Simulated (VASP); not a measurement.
# Ga2O3 (R-3m) in VASP: relaxation of cell and atoms with PBE

Aim: the relaxation of cell and atoms of Ga2O3 with PBE.

All numbers are computed with VASP 6.6.1; they aren't measurements. Logs are shortened: lines on timing, memory, paths and dates and some standing lists are left out, and cuts for length are marked.

### 1 The cell of the first run

It takes space group R-3m (No. 166, trigonal). Conventional cell: a = 4.861 Å, b = 4.861 Å, c = 8.984 Å, α = 90.00°, β = 90.00°, γ = 120.00°. Ga (site symmetry 3m) has 3 O at 1.89 Å within 2.5 Å. Within 2.5 Å of O (site symmetry 2/m) lie 2 Ga at 1.89 Å and 4 O at 2.43 Å.

The cell was generated, and may not be a known phase.

### 2 Relaxation of cell and atoms, PBE, collinear spin, ferromagnetic start

INCAR

```
SYSTEM = Ga2O3
PREC = Accurate
ENCUT = 600
EDIFF = 1E-6
ISMEAR = 0
SIGMA = 0.1
LREAL = .False.
LASPH = .True.
NELM = 150
ALGO = Normal
ISIF = 3
LWAVE = .False.
LCHARG = .False.
ISPIN = 2
MAGMOM = 0 0 1 1 1
LORBIT = 11
GGA = PE
IBRION = 2
NSW = 90
EDIFFG = -0.04
```

KPOINTS

```
regular mesh
0
Gamma
  6 6 6
  0 0 0
```

POSCAR

```
Ga2O3
1.0
    2.4306157600      1.4033166600      2.9947222200
   -2.4306157600      1.4033166600      2.9947222200
    0.0000000000     -2.8066333300      2.9947222200
Ga O
2 3
Direct
    0.1921916900      0.1921916900      0.1921916900
    0.8078083100      0.8078083100      0.8078083100
    0.5000000000      0.5000000000      0.0000000000
    0.0000000000      0.5000000000      0.5000000000
    0.5000000000      0.0000000000      0.5000000000
```

Potentials or basis: VASP PAW PBE potentials, release 64 (Ga_d, O).

Run with:

```sh
> cat potpaw_PBE.64/Ga_d/POTCAR potpaw_PBE.64/O/POTCAR > POTCAR
> mpirun -np 1 vasp_std > vasp.out
```

OUTCAR:

```text
SYSTEM = Ga2O3
   PREC = Accurate
   ENCUT = 600
   EDIFF = 1E-6
   ISMEAR = 0
   LREAL = .False.
   LASPH = .True.
   NELM = 150
   ISIF = 3
   ISPIN = 2
   LORBIT = 11
   GGA = PE
   IBRION = 2
   NSW = 90
   EDIFFG = -0.04

 ion  position               nearest neighbor table
   1  0.192  0.192  0.192-   3 1.89   4 1.89   5 1.89   2 2.84   2 2.84   2 2.84
   2  0.808  0.808  0.808-   3 1.89   4 1.89   5 1.89   1 2.84   1 2.84   1 2.84
   3  0.500  0.500  0.000-   1 1.89   2 1.89
   4  0.000  0.500  0.500-   1 1.89   2 1.89
   5  0.500  0.000  0.500-   1 1.89   2 1.89

  LATTYP: Found a trigonal (rhomboedric) cell.
 ALAT       =     4.1043332949
 COS(alpha) =     0.2985812463

  Lattice vectors:

 A1 = (   2.4306157600,   1.4033166600,   2.9947222200)
 A2 = (  -2.4306157600,   1.4033166600,   2.9947222200)
 A3 = (   0.0000000000,  -2.8066333300,   2.9947222200)

Analysis of symmetry for initial positions (statically):
=====================================================================
 Subroutine PRICEL returns:
 Original cell was already a primitive cell.

 Routine SETGRP: Setting up the symmetry group for a
 trigonal (rhombohedral) supercell.

 Subroutine GETGRP returns: Found 12 space group operations
 (whereof 12 operations were pure point group operations)
 out of a pool of 12 trial point group operations.

The static configuration has the point symmetry D_3d.

Analysis of symmetry for dynamics (positions and initial velocities):
=====================================================================
 Subroutine PRICEL returns:
 Original cell was already a primitive cell.

 Routine SETGRP: Setting up the symmetry group for a
 trigonal (rhombohedral) supercell.

 Subroutine GETGRP returns: Found 12 space group operations
 (whereof 12 operations were pure point group operations)
 out of a pool of 12 trial point group operations.

The dynamic configuration has the point symmetry D_3d.

Analysis of structural, dynamic, and magnetic symmetry:
=====================================================================
 Subroutine PRICEL returns:
 Original cell was already a primitive cell.

 Routine SETGRP: Setting up the symmetry group for a
 trigonal (rhombohedral) supercell.

 Subroutine GETGRP returns: Found 12 space group operations
 (whereof 12 operations were pure point group operations)
 out of a pool of 12 trial point group operations.

The overall configuration has the point symmetry D_3d.

 Subroutine INISYM returns: Found 12 space group operations
 (whereof 12 operations are pure point group operations),
 and found     1 'primitive' translations

[... 98 lines left out ...]
   ENCUT  =  600.0 eV  44.10 Ry    6.64 a.u.   8.20  8.20  8.20*2*pi/ulx,y,z
   NELM   =    150;   NELMIN=  2; NELMDL= -5     # of ELM steps
   EDIFF  = 0.1E-05   stopping-criterion for ELM
   LREAL  =      F    real-space projection
   EDIFFG = -.4E-01   stopping-criterion for IOM
   NSW    =     90    number of steps for IOM
   IBRION =      2    ionic relax: 0-MD 1-quasi-New 2-CG
   NFREE  =      1    steps in history (QN), initial steepest desc. (CG)
   ISIF   =      3    stress and relaxation
   ISYM   =      2    0-nonsym 1-usesym 2-fastsym
   POTIM  = 0.5000    time-step for ionic-motion
   TEBEG  =    0.0;   TEEND  =   0.0 temperature during run
   PSTRESS=    0.0 pullay stress
   NELECT =      44.0000    total number of electrons
   NUPDOWN=      -1.0000    fix difference up-down
   EMIN   =  10.00;   EMAX   =-10.00  energy-range for DOS
   EFERMI =   0.00;   METHOD = LEGACY
   ISMEAR =     0;   SIGMA  =   0.10  broadening in eV -4-tet -1-fermi 0-gaus
   EFERMI_NEDOS =   21; number of points for ismear=-14 and -15
   IALGO  =     38    algorithm
   IMIX   =      4    mixing-type and parameters
     AMIX     =   0.40;   BMIX     =  1.00
     AMIX_MAG =   1.60;   BMIX_MAG =  1.00
  volume/ion in A,a.u.               =      12.26        82.72
  Fermi-wavevector in a.u.,A,eV,Ry     =   1.465882  2.770116 29.236351  2.148811
  Thomas-Fermi vector in A             =   2.581686
   LORBIT       =     11    0 simple, 1 ext, 2 COOP (PROOUT), +10 PAW based schemes
   GGA     = PE    functional components
   LHFCALC =     F    Hartree Fock is set to
   AEXX    =    0.0000 exact exchange contribution
   IVDW    =     0    specifies the selected vdW correction
   LEPSILON=     F    determine dielectric tensor
   LRPA    =     F    only Hartree local field effects (RPA)
 conjugate gradient relaxation of ions
 spin polarized calculation
 Gauss-broadening in eV      SIGMA  =   0.10
  energy-cutoff  :      600.00
  volume of cell :       61.29
 maximum number of plane-waves:      2060
 NGX is ok and might be reduce to    36
   NGX = 17   NGY = 17   NGZ = 17

--------------------------------------- Ionic step        1  -------------------------------------------

 number of electron      44.0000000 magnetization       3.0000000

 number of electron      43.9999994 magnetization      -1.1931712

 Free energy of the ion-electron system (eV)
  ---------------------------------------------------
  ext. energy  EPLUGINS =         0.00000000
  ---------------------------------------------------
  free energy    TOTEN  =       -21.48762181 eV

  energy without entropy =      -21.47893040  energy(sigma->0) =      -21.48327610

------------------------ aborting loop because EDIFF is reached ----------------------------------------

  FORCE on cell =-STRESS in cart. coord.  units (eV):
  Direction    XX          YY          ZZ          XY          YZ          ZX
  --------------------------------------------------------------------------------------
  -------------------------------------------------------------------------------------
  Total        6.8142851      6.8142851     -4.9276483      0.0000000      0.0000000     -0.0000000
  in kB      178.1357529    178.1357529   -128.8162036      0.0000000      0.0000001     -0.0000000
  external PRESSURE =      75.8184340 kB  Pullay stress =       0.0000000 kB
[... 4608 lines left out ...]
     27       9.8981      0.00000
     28      10.8383      0.00000

 [... further k-points ...]

[... ionic steps 4 to 37 ...]

--------------------------------------- Ionic step       38  -------------------------------------------

 number of electron      44.0000015 magnetization      -0.0000000

 number of electron      44.0000015 magnetization       0.0000000
[... 79 lines left out ...]
 number of electron      44.0000016 magnetization       0.0000000

 number of electron      44.0000016 magnetization      -0.0000000

 Free energy of the ion-electron system (eV)
  ---------------------------------------------------
  ext. energy  EPLUGINS =         0.00000000
  ---------------------------------------------------
  free energy    TOTEN  =       -26.83042659 eV

  energy without entropy =      -26.83042659  energy(sigma->0) =      -26.83042659

 E-fermi :  -1.0694     XC(G=0):  -7.5417

 val. band max:       -1.5394953515   @ k =   0.5000   0.5000   0.5000
 cond. band min:       0.2763613241   @ k =   0.0000   0.0000   0.0000
 fundamental gap:      1.8158566756
 Fermi energy:        -1.0694063008
[... 654 lines left out ...]
 k-point    22 :      -0.1667    0.3333    0.1667
  band No.  band energies     occupation
      1     -18.9716      1.00000
      2     -18.7455      1.00000
      3     -18.5524      1.00000
      4     -14.7277      1.00000
      5     -14.6626      1.00000
      6     -14.5624      1.00000
      7     -14.4481      1.00000
      8     -14.4286      1.00000
      9     -14.3934      1.00000
     10     -14.3702      1.00000
     11     -13.9123      1.00000
     12     -13.6613      1.00000
     13     -13.4181      1.00000
```

It took 27 min on 1 thread of Intel Xeon 6975P-C (Granite Rapids), shared host; peak memory 0.31 GiB.

What came out:

- Free energy: -26.8304 eV
- Relaxed volume: 21.01 Å³/atom
- Relaxed cell: a = 4.820 Å, b = 4.820 Å, c = 4.820 Å, α = 77.52°, β = 77.52°, γ = 77.52°
- Space group after relaxing (to 0.1 Å): R-3m (No. 166)
- Energy gained by relaxing: 1068.6 meV/atom
- Ionic steps: 40
- Pressure after relaxing: -0.1 GPa
- Largest force after relaxing: 0.038 eV/Å
- Band gap on the k mesh: 1.82 eV (least direct gap 1.90 eV)
- Net moment: 0.00 μB per cell
- Valence electrons inside the program's atomic spheres: Ga 11.91; O 5.10

Forces on the atoms (eV/Å):
```
Ga   0.000  0.000 -0.038
Ga   0.000  0.000  0.038
O    0.000  0.000  0.000
O    0.000  0.000  0.000
O    0.000  0.000  0.000
```

Step by step:
```csv
step,energy change (eV),largest force (eV/Å),pressure (GPa),volume (Å³)
1,0.0000,0.7144,7.58,61.29
2,-0.9843,1.6218,-2.57,66.30
3,-1.6359,2.3895,-11.14,72.73
4,-2.2870,2.3210,-8.94,70.79
5,-2.8817,1.7330,-4.88,67.20
6,-1.4395,1.7601,8.66,57.65
7,-2.7979,1.0712,-4.90,65.95
8,-2.8106,0.6589,-2.80,64.18
9,-2.8218,0.8321,-3.79,64.91
10,-2.9210,1.1166,1.87,63.11
11,-2.9336,0.9394,5.96,62.09
12,-2.9866,0.8390,8.04,62.31
13,-3.1147,0.8769,15.22,62.87
14,-2.7059,0.8905,37.65,63.60
15,-3.1445,0.7333,18.47,63.01
16,-3.1822,0.7179,18.59,63.36
17,-3.2907,0.7019,18.72,64.41
18,-3.4870,0.5768,19.77,66.49
19,-3.7491,0.1356,22.52,70.64
20,-3.8050,0.6340,29.22,78.88
21,-3.9703,0.5283,27.15,81.02
22,-4.4175,0.2855,21.24,87.62
23,-5.0450,0.1999,10.30,101.58
24,-3.9983,1.9990,-10.23,132.58
25,-5.1085,0.4572,6.56,106.60
26,-5.1174,0.5425,5.02,108.70
27,-5.1624,0.4916,4.87,107.59
28,-5.2619,0.3310,4.32,104.20
29,-5.3081,0.0578,2.10,97.24
30,-5.3151,0.0471,2.75,98.87
31,-5.3301,0.0632,1.60,100.34
32,-5.3377,0.0959,-0.07,102.56
33,-5.3377,0.0943,0.00,102.46
34,-5.3384,0.0912,-0.01,102.62
35,-5.3401,0.0815,0.08,103.09
36,-5.3422,0.0636,0.07,104.05
37,-5.3415,0.0304,0.13,105.95
38,-5.3427,0.0482,0.09,104.91
39,-5.3428,0.0313,-0.25,105.13
40,-5.3428,0.0384,-0.12,105.06
```

Final structure:
```
CELL_PARAMETERS angstrom
3.01758 1.74220 3.33049
-3.01758 1.74220 3.33049
0.00000 -3.48440 3.33049
ATOMIC_POSITIONS crystal
Ga 0.32714 0.32714 0.32714
Ga 0.67286 0.67286 0.67286
O 0.50000 0.50000 0.00000
O 0.00000 0.50000 0.50000
O 0.50000 0.00000 0.50000
```

Caveat: the volume moved by over 15 % at a fixed basis, so the end points are rough. A k mesh can miss the band edges.
